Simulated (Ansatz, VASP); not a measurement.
# Si2Ni: VASP beside Ansatz

The input INCAR:

```
SYSTEM = Si2Ni
PREC = Accurate
ENCUT = 520
EDIFF = 1E-6
ISMEAR = 0
SIGMA = 0.05
LREAL = .False.
LASPH = .True.
NELM = 150
ALGO = Normal
ISIF = 2
LWAVE = .False.
LCHARG = .True.
ISPIN = 2
MAGMOM = 0 0 0.05
LORBIT = 11
LMAXMIX = 4
GGA = PE
LELF = .True.
LVHAR = .True.
NBANDS = 20
```

Contents of KPOINTS:

```
Automatic mesh
0
Gamma
  12 12 12
  0 0 0
```

Contents of POSCAR:

```
Si2Ni
1.0
    0.0000000000      2.7216542978      2.7216542978
    2.7216542978      0.0000000000      2.7216542978
    2.7216542978      2.7216542978      0.0000000000
Si Ni
2 1
Direct
    0.2500000000      0.2500000000      0.2500000000
    0.7353030563      0.7646969437      0.7646969437
    0.0000000000      0.0000000000      0.0000000000
```

Input for Ansatz:

```yaml
crystal:
  lattice:
    - [0.0, 2.7216542978, 2.7216542978]
    - [2.7216542978, 0.0, 2.7216542978]
    - [2.7216542978, 2.7216542978, 0.0]
  atoms:
    - { symbol: Si, position: [0.25, 0.25, 0.25] }
    - { symbol: Si, position: [0.7353030563, 0.7646969437, 0.7646969437] }
    - { symbol: Ni, position: [0.0, 0.0, 0.0], spin: 0.05 }
basis:
  ecutwfc: 420
  ecutrho_ratio: 4
kpoints:
  mp_grid: { grid: [12, 12, 12] }
hamiltonian:
  xc: pbe
scf:
  occupations: { method: gaussian, width: 0.05 }
  lower_state_search: "off"
output:
  forces: true
  stress: true
  eigenvalues: true
  populations: true
magnetization:
  spin_polarized: true
checkpoint:
  read: start.run
  write: ck
  compress: false
  write_wavefunctions: false
  write_every: 100000
```

Alike in both runs: task single point; functional PBE; k mesh 12 × 12 × 12; occupations gaussian, width 0.05 eV; collinear spin.

|  | VASP | Ansatz |
| --- | --- | --- |
| version | VASP 6.6.1 | Ansatz 0.2.0 |
| potentials or method | VASP PAW PBE potentials, release 64 (Si, Ni), cutoff 520 eV | scalar-relativistic, plane waves, PAW |
| valence electrons in the cell | 18 | 26 |

```tsv
	VASP	Ansatz	Ansatz less VASP
gap on the k mesh at the Fermi level (eV)	none	none	-
pressure (GPa)	0.3	0.3	+0.03
traceless stress, the component that is largest in VASP (GPa)	2.37	2.36	-0.008
rms of the force components (eV/Å)	0.238	0.239	+0.0008
net moment per atom (μB)	0.00	0.00	0.000
```

Atom by atom the forces differ by 0.001 eV/Å (rms over components). A gap of «none» marks a metal or a gap that the smearing closes. VASP's potentials hold 18 valence electrons a cell and Ansatz's 26, so a difference there can come from the potentials and not from the codes. Ansatz's warnings: seeded moment not kept.
